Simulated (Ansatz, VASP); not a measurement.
## Li3ZrO: VASP beside Ansatz

```xyz
10
Lattice="3.1809 0.0000 0.0000 -1.5904 2.7547 0.0000 0.0000 0.0000 19.7525" Properties=species:S:1:pos:R:3 pbc="T T T"
Li    1.5904    0.9182    3.5907
Li    0.0000    1.8365    6.3942
Li    1.5904    0.9182    8.7487
Li    0.0000    1.8365   16.1618
Li    1.5904    0.9182   13.3583
Li    0.0000    1.8365   11.0038
Zr    0.0000    1.8365    1.2486
Zr    1.5904    0.9182   18.5039
O     0.0000    0.0000    2.6267
O     0.0000    0.0000   17.1258
```

Alike in both runs: task relaxation of cell and atoms; functional PBE; k mesh 12 × 12 × 2; occupations gaussian, width 0.1 eV; no spin polarisation.

|  | VASP | Ansatz |
| --- | --- | --- |
| version | VASP 6.6.1 | Ansatz 0.2.0 |
| potentials or method | VASP PAW PBE potentials, release 64 (Li_sv, Zr_sv, O), cutoff 600 eV | scalar-relativistic, plane waves, PAW |
| valence electrons in the cell | 54 | 54 |

```tsv
	VASP	Ansatz	Ansatz less VASP
gap on the k mesh at the Fermi level, each at its own relaxed structure (eV)	none	none	-
relaxed volume (Å³/atom)	17.63	17.71	+0.076
relaxed length of the cell vector where the two differ most in proportion (Å)	20.286	20.348	+0.0620
```

A gap of «none» marks a metal or a gap that the smearing closes.

Noted on VASP's run: the cutoff is under 1.25 times that of the potentials, so the pressure is a little rough.
